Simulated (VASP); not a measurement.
Write the native input for VASP 6.6.1 that does the following.

| Quantity | Value |
| --- | --- |
| Task | single point |
| Functional | LDA |
| Potentials or basis | VASP PAW LDA potentials, release 64 (Se, Li_sv) |
| Cutoff | 750 eV |
| k mesh | 7 × 7 × 7 |
| Occupations | fermi-dirac, width 0.05 eV |
| Spin | no spin polarisation |
| Dipole correction | no |
| Further INCAR settings | ALGO = Normal; EDIFF = 1e-06; NBANDS = 13 |

The structure of Li2Se lies in POSCAR:

```
Li2Se
1.0
    0.0000000000      2.9412072914      2.9412072914
    2.9412072914      0.0000000000      2.9412072914
    2.9412072914      2.9412072914      0.0000000000
Se Li
1 2
Direct
    0.0000000000      0.0000000000      0.0000000000
    0.7500000000      0.7500000000      0.7500000000
    0.2500000000      0.2500000000      0.2500000000
```

The input as run:

INCAR

```
PREC     = Accurate       # precision mode
ENCUT    = 750            # plane-wave cutoff, eV
EDIFF    = 1E-6           # SCF threshold, eV
ISMEAR   = -1             # smearing method
SIGMA    = 0.05           # smearing width, eV
LREAL    = F              # projectors in reciprocal space
LASPH    = T              # aspherical terms in the spheres
NELM     = 120            # most SCF steps
ALGO     = Normal         # electronic algorithm
ISIF     = 2              # what is computed and relaxed
LWAVE    = F              # write WAVECAR
LCHARG   = F              # write CHGCAR
GGA      = CA             # functional
NBANDS   = 13             # bands
GGA_COMPAT= F
```

KPOINTS

```
regular mesh
0
Gamma
  7 7 7
```

Potentials or basis: VASP PAW LDA potentials, release 64 (Se, Li_sv).

Launch:

```console
$ cat potpaw_LDA.64/Se/POTCAR potpaw_LDA.64/Li_sv/POTCAR > POTCAR
$ mpirun -np 1 vasp_std > vasp.out
```

It gave:

The pressure is -0.6 GPa and the band gap on the k mesh is 2.90 eV (least direct gap 3.47 eV).

Caveat: an odd mesh through Γ misses points on the zone boundary, where band edges can lie.

It took 43 s on 1 thread of Intel Xeon 8259CL, with other jobs on the host, peak memory 0.2 GiB.
